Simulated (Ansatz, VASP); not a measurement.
One calculation of SrO, two programs

```
CELL_PARAMETERS angstrom
0.00000 2.58726 2.58726
2.58726 0.00000 2.58726
2.58726 2.58726 0.00000
ATOMIC_POSITIONS crystal
Sr 0.50000 0.50000 0.50000
O 0.00000 0.00000 0.00000
```

Alike in both runs: task single point; functional r2SCAN; dispersion rVV10; k mesh 8 × 8 × 8; occupations gaussian, width 0.05 eV; no spin polarisation.

|  | VASP | Ansatz |
| --- | --- | --- |
| version | VASP 6.6.1 | Ansatz 0.2.0 |
| potentials or method | VASP PAW PBE potentials, release 64 (Sr_sv, O), cutoff 520 eV | scalar-relativistic, plane waves, PAW |
| valence electrons in the cell | 16 | 16 |

Ansatz gave:

| Item | Value |
| --- | --- |
| gap on the k mesh at the Fermi level (eV) | 3.76 |
| least direct gap on the mesh (eV) | 3.84 |
| pressure (GPa) | -1.8 |

Problem. What did VASP give for the same quantities?

Solution. gap on the k mesh at the Fermi level (eV): 3.71; least direct gap on the mesh (eV): 3.80; pressure (GPa): -1.2.

VASP's potentials were made for PBE, not for r2SCAN.
